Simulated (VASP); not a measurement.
# LiCl (Fm-3m) in VASP: notebook

Runs on LiCl. Level: PBE. Tasks: single point.

All numbers are computed with VASP 6.6.1; they aren't measurements. Logs are shortened: lines on timing, memory, paths and dates and some standing lists are left out, and cuts for length are marked.

### 1 The cell of the first run

The structure is cubic, space group Fm-3m (No. 225). Conventional cell: a = 4.992 Å, b = 4.992 Å, c = 4.992 Å, α = 90.00°, β = 90.00°, γ = 90.00°. Li (site symmetry m-3m) has 6 Cl at 2.50 Å within 3.3 Å. Cl (site symmetry m-3m) has 6 Li at 2.50 Å within 3.3 Å.

### 2 Single point, PBE (volume scaled by 0.91)

The input, INCAR:

```
SYSTEM = LiCl
  PREC = Accurate
  ENCUT = 520
  EDIFF = 1E-6
  ISMEAR = 0
  SIGMA = 0.02
  LREAL = .FALSE.
  LASPH = .TRUE.
  NELM = 100
  ALGO = Normal
  ISIF = 2
  LWAVE = .FALSE.
  LCHARG = .FALSE.
  GGA = PE
  NBANDS = 12
```

The input, KPOINTS:

```
regular mesh
0
G
  8 8 8
  0 0 0
```

The input, POSCAR:

```
LiCl
1.0
    0.0000000000      2.4959872775      2.4959872775
    2.4959872775      0.0000000000      2.4959872775
    2.4959872775      2.4959872775      0.0000000000
Li Cl
1 1
Direct
    0.0000000000      0.0000000000      0.0000000000
    0.5000000000      0.5000000000      0.5000000000
```

Potentials or basis: VASP PAW PBE potentials, release 64 (Li_sv, Cl).

Run with:

```sh
cat potpaw_PBE.64/Li_sv/POTCAR potpaw_PBE.64/Cl/POTCAR > POTCAR
mpirun -np 1 vasp_std > vasp.out
```

OUTCAR:

```text
SYSTEM = LiCl
   PREC = Accurate
   ENCUT = 520
   EDIFF = 1E-6
   ISMEAR = 0
   LREAL = .FALSE.
   LASPH = .TRUE.
   NELM = 100
   ISIF = 2
   GGA = PE

 ion  position               nearest neighbor table
   1  0.000  0.000  0.000-   2 2.50   2 2.50   2 2.50   2 2.50   2 2.50   2 2.50
   2  0.500  0.500  0.500-   1 2.50   1 2.50   1 2.50   1 2.50   1 2.50   1 2.50

  LATTYP: Found a face centered cubic cell.
 ALAT       =     4.9919745550

  Lattice vectors:

 A1 = (   0.0000000000,   2.4959872775,   2.4959872775)
 A2 = (   2.4959872775,   0.0000000000,   2.4959872775)
 A3 = (   2.4959872775,   2.4959872775,   0.0000000000)

Analysis of symmetry for initial positions (statically):
=====================================================================
 Subroutine PRICEL returns:
 Original cell was already a primitive cell.

 Routine SETGRP: Setting up the symmetry group for a
 face centered cubic supercell.

 Subroutine GETGRP returns: Found 48 space group operations
 (whereof 48 operations were pure point group operations)
 out of a pool of 48 trial point group operations.

The static configuration has the point symmetry O_h .

Analysis of symmetry for dynamics (positions and initial velocities):
=====================================================================
 Subroutine PRICEL returns:
 Original cell was already a primitive cell.

 Routine SETGRP: Setting up the symmetry group for a
 face centered cubic supercell.

 Subroutine GETGRP returns: Found 48 space group operations
 (whereof 48 operations were pure point group operations)
 out of a pool of 48 trial point group operations.

The dynamic configuration has the point symmetry O_h .

 Subroutine INISYM returns: Found 48 space group operations
 (whereof 48 operations are pure point group operations),
 and found     1 'primitive' translations

----------------------------------------------------------------------------------------

                                     Primitive cell

  volume of cell :      31.0998

  direct lattice vectors                    reciprocal lattice vectors
     0.000000000  2.495987277  2.495987277    -0.200321534  0.200321534  0.200321534
     2.495987277  0.000000000  2.495987277     0.200321534 -0.200321534  0.200321534
     2.495987277  2.495987277  0.000000000     0.200321534  0.200321534 -0.200321534

  length of vectors
     3.529859059  3.529859059  3.529859059     0.346967075  0.346967075  0.346967075

  position of ions in fractional coordinates (direct lattice)
     0.000000000  0.000000000  0.000000000
     0.500000000  0.500000000  0.500000000

  ion indices of the primitive-cell ions
   primitive index   ion index
                 1           1
                 2           2

----------------------------------------------------------------------------------------

 KPOINTS: regular mesh

Automatic generation of k-mesh.
 Grid dimensions read from file:
 generate k-points for:    8    8    8

 Generating k-lattice:

  Cartesian coordinates                     Fractional coordinates (reciprocal lattice)
    -0.025040192  0.025040192  0.025040192     0.125000000  0.000000000  0.000000000
     0.025040192 -0.025040192  0.025040192     0.000000000  0.125000000  0.000000000
     0.025040192  0.025040192 -0.025040192     0.000000000  0.000000000  0.125000000

  Length of vectors
     0.043370884  0.043370884  0.043370884

  Shift w.r.t. Gamma in fractional coordinates (k-lattice)
     0.000000000  0.000000000  0.000000000

 Subroutine IBZKPT returns following result:
 ===========================================

 Found     29 irreducible k-points:

 Following reciprocal coordinates:
            Coordinates               Weight
  0.000000  0.000000  0.000000      1.000000
  0.125000  0.000000  0.000000      8.000000
  0.250000  0.000000  0.000000      8.000000
  0.375000  0.000000  0.000000      8.000000
  0.500000  0.000000  0.000000      4.000000
  0.125000  0.125000  0.000000      6.000000
[... 16 lines left out ...]
  0.500000  0.250000  0.125000     48.000000
 -0.375000  0.250000  0.125000     24.000000
 [... further k-points ...]
   k-points           NKPTS =     29   k-points in BZ     NKDIM =     29   number of bands    NBANDS=     12
   number of dos      NEDOS =    301   number of ions     NIONS =      2
   total plane-waves  NPLWV =  21952
   dimension x,y,z NGX =    28 NGY =   28 NGZ =   28
   dimension x,y,z NGXF=    56 NGYF=   56 NGZF=   56
   ions per type =               1   1
   NGX,Y,Z   is equivalent  to a cutoff of  13.19, 13.19, 13.19 a.u.
   NGXF,Y,Z  is equivalent  to a cutoff of  26.37, 26.37, 26.37 a.u.
 SYSTEM =  LiCl
   PREC   = accura    normal or accurate (medium, high low for compatibility)
   ISTART =      0    job   : 0-new  1-cont  2-samecut
   ICHARG =      2    charge: 1-file 2-atom 10-const
   ISPIN  =      1    spin polarized calculation?
   LNONCOLLINEAR =      F non collinear calculations
   LSORBIT =      F    spin-orbit coupling
   LASPH  =      T    aspherical Exc in radial PAW
   ENCUT  =  520.0 eV  38.22 Ry    6.18 a.u.   6.56  6.56  6.56*2*pi/ulx,y,z
   NELM   =    100;   NELMIN=  2; NELMDL= -5     # of ELM steps
   EDIFF  = 0.1E-05   stopping-criterion for ELM
   LREAL  =      F    real-space projection
[... 7 lines left out ...]
   TEBEG  =    0.0;   TEEND  =   0.0 temperature during run
   PSTRESS=    0.0 pullay stress
   NELECT =      10.0000    total number of electrons
   NUPDOWN=      -1.0000    fix difference up-down
   EMIN   =  10.00;   EMAX   =-10.00  energy-range for DOS
   EFERMI =   0.00;   METHOD = LEGACY
   ISMEAR =     0;   SIGMA  =   0.02  broadening in eV -4-tet -1-fermi 0-gaus
   EFERMI_NEDOS =   21; number of points for ismear=-14 and -15
   IALGO  =     38    algorithm
   IMIX   =      4    mixing-type and parameters
     AMIX     =   0.40;   BMIX     =  1.00
     AMIX_MAG =   1.60;   BMIX_MAG =  1.00
  volume/ion in A,a.u.               =      15.55       104.94
  Fermi-wavevector in a.u.,A,eV,Ry     =   1.121560  2.119441 17.114722  1.257897
  Thomas-Fermi vector in A             =   2.258214
   LORBIT       =      0    0 simple, 1 ext, 2 COOP (PROOUT), +10 PAW based schemes
   GGA     = PE    functional components
   LHFCALC =     F    Hartree Fock is set to
   AEXX    =    0.0000 exact exchange contribution
   IVDW    =     0    specifies the selected vdW correction
   LEPSILON=     F    determine dielectric tensor
   LRPA    =     F    only Hartree local field effects (RPA)
 non-spin polarized calculation
 Gauss-broadening in eV      SIGMA  =   0.02
  energy-cutoff  :      520.00
  volume of cell :       31.10
 maximum number of plane-waves:       869
 NGX is ok and might be reduce to    28
   NGX = 13   NGY = 13   NGZ = 13

 number of electron      10.0000000 magnetization

 number of electron       9.9999991 magnetization

 Free energy of the ion-electron system (eV)
  ---------------------------------------------------
  ext. energy  EPLUGINS =         0.00000000
  ---------------------------------------------------
  free energy    TOTEN  =        -7.35461969 eV

  energy without entropy =       -7.35461969  energy(sigma->0) =       -7.35461969

 E-fermi :   1.3395     XC(G=0):  -9.0879

 val. band max:        1.2237548997   @ k =   0.0000   0.0000   0.0000
 cond. band min:       8.0626240888   @ k =   0.0000   0.0000   0.0000
 fundamental gap:      6.8388691891
 Fermi energy:         1.3395373715

 k-point     1 :       0.0000    0.0000    0.0000
  band No.  band energies     occupation
      1     -42.1727      2.00000
      2     -12.4793      2.00000
      3       1.2238      2.00000
      4       1.2238      2.00000
      5       1.2238      2.00000
      6       8.0626      0.00000
      7      13.2204      0.00000
      8      13.2204      0.00000
      9      13.2204      0.00000
     10      16.0682      0.00000
     11      16.0683      0.00000
     12      16.2458      0.00000

 k-point     2 :       0.1250    0.0000    0.0000
  band No.  band energies     occupation
      1     -42.1720      2.00000
      2     -12.3899      2.00000
      3       0.6378      2.00000
      4       1.1762      2.00000
      5       1.1762      2.00000
      6       8.5203      0.00000
      7      12.4814      0.00000
      8      13.1743      0.00000
      9      13.1743      0.00000
     10      14.5227      0.00000
     11      14.5227      0.00000
     12      16.7111      0.00000

 k-point     3 :       0.2500    0.0000    0.0000
  band No.  band energies     occupation
      1     -42.1705      2.00000
      2     -12.1602      2.00000
      3      -0.5405      2.00000
      4       1.0683      2.00000
      5       1.0683      2.00000
      6       8.7531      0.00000
      7      12.0152      0.00000
      8      12.0152      0.00000
      9      12.5896      0.00000
     10      15.3758      0.00000
     11      15.3758      0.00000
     12      17.3245      0.00000

 k-point     4 :       0.3750    0.0000    0.0000
  band No.  band energies     occupation
      1     -42.1690      2.00000
      2     -11.9071      2.00000
      3      -1.5454      2.00000
      4       0.9691      2.00000
      5       0.9691      2.00000
      6       8.2950      0.00000
      7      11.0766      0.00000
      8      11.0766      0.00000
      9      14.1056      0.00000
     10      17.2488      0.00000
     11      17.2488      0.00000
     12      18.0333      0.00000

 k-point     5 :       0.5000    0.0000    0.0000
  band No.  band energies     occupation
      1     -42.1684      2.00000
      2     -11.7939      2.00000
      3      -1.9338      2.00000
      4       0.9303      2.00000
      5       0.9303      2.00000
      6       8.0640      0.00000
      7      10.7511      0.00000
      8      10.7512      0.00000
      9      15.0733      0.00000
     10      18.6970      0.00000
     11      18.7186      0.00000
     12      18.7186      0.00000
[... 228 lines left out ...]
      1     -42.1672      2.00000
      2     -11.4868      2.00000
      3      -2.0609      2.00000
      4      -0.0376      2.00000
      5      -0.0376      2.00000
      6       9.2902      0.00000
      7       9.3796      0.00000
      8      14.3839      0.00000
      9      15.9836      0.00000
     10      15.9837      0.00000
     11      18.6011      0.00000
     12      20.2536      0.00000

 k-point    22 :       0.3750    0.2500    0.1250
  band No.  band energies     occupation
      1     -42.1694      2.00000
      2     -11.9695      2.00000
      3      -0.7700      2.00000
      4       0.2260      2.00000
      5       0.8373      2.00000
      6      10.0996      0.00000
      7      11.0079      0.00000
      8      11.0740      0.00000
      9      13.2640      0.00000
     10      14.5909      0.00000
     11      18.0738      0.00000
     12      18.8408      0.00000

 k-point    23 :       0.5000    0.2500    0.1250
  band No.  band energies     occupation
      1     -42.1682      2.00000
      2     -11.7489      2.00000
      3      -1.3758      2.00000
      4      -0.1668      2.00000
      5       0.6590      2.00000
      6       9.8342      0.00000
      7      10.7178      0.00000
      8      11.7822      0.00000
      9      13.0419      0.00000
     10      16.0416      0.00000
     11      19.2043      0.00000
     12      19.6870      0.00000

 k-point    24 :      -0.3750    0.2500    0.1250
  band No.  band energies     occupation
      1     -42.1677      2.00000
      2     -11.6514      2.00000
      3      -1.6461      2.00000
      4      -0.2735      2.00000
      5       0.5586      2.00000
      6       9.6086      0.00000
      7      10.6734      0.00000
      8      11.9593      0.00000
      9      13.5200      0.00000
     10      17.1477      0.00000
     11      17.9283      0.00000
     12      19.9375      0.00000

 [... further k-points ...]
[... 5 lines left out ...]
  --------------------------------------------------------------------------------------
  -------------------------------------------------------------------------------------
  Total        0.6836730      0.6836730      0.6836730      0.0000000      0.0000000      0.0000000
  in kB       35.2210201     35.2210201     35.2210201      0.0000000      0.0000000      0.0000000
  external PRESSURE =      35.2210201 kB  Pullay stress =       0.0000000 kB

 VOLUME and BASIS-vectors are now :
 -----------------------------------------------------------------------------
  energy-cutoff  :      520.00
  volume of cell :       31.10
      direct lattice vectors                 reciprocal lattice vectors
     0.000000000  2.495987277  2.495987277    -0.200321534  0.200321534  0.200321534
     2.495987277  0.000000000  2.495987277     0.200321534 -0.200321534  0.200321534
     2.495987277  2.495987277  0.000000000     0.200321534  0.200321534 -0.200321534

 POSITION                                       TOTAL-FORCE (eV/Angst)
 -----------------------------------------------------------------------------------
      0.00000      0.00000      0.00000         0.000000     -0.000000      0.000000
      2.49599      2.49599      2.49599        -0.000000      0.000000     -0.000000
 -----------------------------------------------------------------------------------
    total drift:                                0.000000      0.000000      0.000000

  FREE ENERGIE OF THE ION-ELECTRON SYSTEM (eV)
  ---------------------------------------------------
  free  energy   TOTEN  =        -7.3546196892 eV

  energy  without entropy=       -7.3546196892  energy(sigma->0) =       -7.35461969
```

Wall time 4.9 s (1 thread of Intel Xeon 6975P-C (Granite Rapids), shared host); peak memory 0.15 GiB.

Results:

- Free energy: -7.3546 eV
- Band gap on the k mesh: 6.84 eV, direct

Levels at points of the mesh, in eV from the valence-band top:
```csv
k point,band 1,band 2,band 3,band 4,band 5,band 6,band 7,band 8,band 9,band 10
"(0.00, 0.00, 0.00)",-43.40,-13.70,0.00,0.00,0.00,6.84,12.00,12.00,12.00,14.84
"(0.50, 0.00, 0.00)",-43.39,-13.02,-3.16,-0.29,-0.29,6.84,9.53,9.53,13.85,17.47
"(0.50, 0.50, 0.00)",-43.39,-12.71,-3.28,-1.26,-1.26,8.07,8.16,13.16,14.76,14.76
```

Caveat: the cutoff is under 1.25 times the usual one of these potentials, so pressure, stress and relaxed cells hold a basis-set (Pulay) error. A k mesh can miss the band edges.

### 3 Single point, PBE (volume scaled by 0.88)

The input, INCAR:

```
ALGO     = Normal         # electronic algorithm
EDIFF    = 1E-7           # SCF threshold, eV
ENCUT    = 520            # plane-wave cutoff, eV
GGA      = PE             # functional
ISIF     = 2              # what is computed and relaxed
ISMEAR   = 0              # smearing method
LASPH    = T              # aspherical terms in the spheres
LCHARG   = F              # write CHGCAR
LREAL    = F              # projectors in reciprocal space
LWAVE    = F              # write WAVECAR
NBANDS   = 12             # bands
NELM     = 60             # most SCF steps
PREC     = Accurate       # precision mode
SIGMA    = 0.02           # smearing width, eV
```

The input, KPOINTS:

```
k-points
0
Gamma
  8 8 8
```

The input, POSCAR:

```
LiCl
1.0
    0.0000000000      2.4682517899      2.4682517899
    2.4682517899      0.0000000000      2.4682517899
    2.4682517899      2.4682517899      0.0000000000
Li Cl
1 1
Direct
    0.0000000000      0.0000000000      0.0000000000
    0.5000000000      0.5000000000      0.5000000000
```

Potentials or basis: VASP PAW PBE potentials, release 64 (Li_sv, Cl).

Run with:

```sh
cat potpaw_PBE.64/Li_sv/POTCAR potpaw_PBE.64/Cl/POTCAR > POTCAR
mpirun -np 1 vasp_std > vasp.out
```

It took 5.2 s on 1 thread of Intel Xeon 6975P-C (Granite Rapids), shared host; peak memory 0.14 GiB.

Results (log left out):

| Item | Value |
| --- | --- |
| Free energy | -7.3262 eV |
| Band gap on the k mesh | 6.87 eV, indirect (least direct gap 7.06 eV) |

Levels at points of the mesh, in eV from the valence-band top:
```csv
k point,band 1,band 2,band 3,band 4,band 5,band 6,band 7,band 8,band 9,band 10
"(0.00, 0.00, 0.00)",-43.36,-13.84,0.00,0.00,0.00,7.06,12.01,12.01,12.01,14.93
"(0.50, 0.00, 0.00)",-43.35,-13.10,-3.31,-0.31,-0.31,6.87,9.53,9.53,14.22,17.64
"(0.50, 0.50, 0.00)",-43.35,-12.77,-3.46,-1.33,-1.33,8.09,8.14,13.47,15.03,15.03
```

Caveat: the cutoff is under 1.25 times the usual one of these potentials, so pressure, stress and relaxed cells hold a basis-set (Pulay) error.
